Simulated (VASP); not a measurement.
SiNi:

```
Ni Si
1.0
     2.94277    0.00000    0.00000
     0.00000    3.28033    0.00000
     0.00000    0.00000    4.67745
Ni Si
2 2
Cartesian
  1.4714 1.6402 1.6020
  0.0000 0.0000 3.0754
  1.4714 1.6402 3.9438
  0.0000 0.0000 0.7337
```

Base run:

```yaml
Program: VASP 6.6.1
Functional: PBE
Potentials_or_basis: VASP PAW PBE potentials, release 64 (Ni, Si)
Cutoff: 520 eV
k_mesh: 8 × 7 × 5
Occupations: fermi-dirac, width 0.05 eV
Spin: collinear spin, ferromagnetic start
Starting_moments: "[0.25, 0.25, 0.0, 0.0] μB"
Fixed_moment: 0.5 μB
```

Its results: pressure 7.4 GPa; site moments Ni +0.17; Si +0.04 μB; largest force 0.109 eV/Å.

Question: After a change of settings the same cell gave: pressure 14.8 GPa; site moments Ni +0.68; Si +0.14 μB; largest force 0.517 eV/Å. Which change was it?
A. fixed moment from 0.5 μB to 2 μB; moments at the start from [0.25, 0.25, 0.0, 0.0] to [1.0, 1.0, 0.0, 0.0]
B. fixed moment from 0.5 μB to 2.5 μB; moments at the start from [0.25, 0.25, 0.0, 0.0] to [1.25, 1.25, 0.0, 0.0]
C. fixed moment from 0.5 μB to 1.5 μB; moments at the start from [0.25, 0.25, 0.0, 0.0] to [0.75, 0.75, 0.0, 0.0]
D. fixed moment from 0.5 μB to 1 μB; moments at the start from [0.25, 0.25, 0.0, 0.0] to [0.5, 0.5, 0.0, 0.0]

Answer: A.

Caveats: the cell stands under pressure; the total moment is fixed, so each spin has its own Fermi level.
